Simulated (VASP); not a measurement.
Runs of VASP 6.6.1 on Hf. The structure is that of space group Fm-3m (No. 225), or close to it. The cells are those of the table. This isn't the form of Hf at room conditions, which is hcp.

```tsv
task	cell	gap on the mesh (eV)	pressure (GPa)
single point	a = 3.124, b = 3.124, c = 3.140 Å, angles 59.8, 59.8, 60.3°, 1 atom	none	-1.0
electric field gradients	a = 3.160 Å, angles 60.0°, 1 atom	none	-4.0
single point	a = 3.155, b = 3.155, c = 3.140 Å, angles 60.2, 60.2, 59.7°, 1 atom	none	-3.0
single point	a = 3.171, b = 3.171, c = 3.140 Å, angles 60.3, 60.3, 59.3°, 1 atom	none	-4.0
single point	a = 3.124, b = 3.124, c = 3.108 Å, angles 60.2, 60.2, 59.7°, 1 atom	none	(a)
```

Alike in all rows: level PBEsol; potentials or basis VASP PAW PBE potentials, release 64 (Hf_pv); no spin polarisation; k mesh 16 × 16 × 16; cutoff (eV) 520; smearing fermi-dirac 0.03 eV.

Problem. Estimate the missing entries.

Solution. (a) 0.1.

Caveats: the PAW data sets were made with another functional, which shifts forces and pressure a little; spin-orbit coupling is left out, which moves the levels of the heavy elements; the cell stands under tension (at least some runs).

A k mesh can miss the band edges, and the runs leave out spin-orbit coupling on Hf.

A gap of «none» marks levels without a gap at the run's occupations.
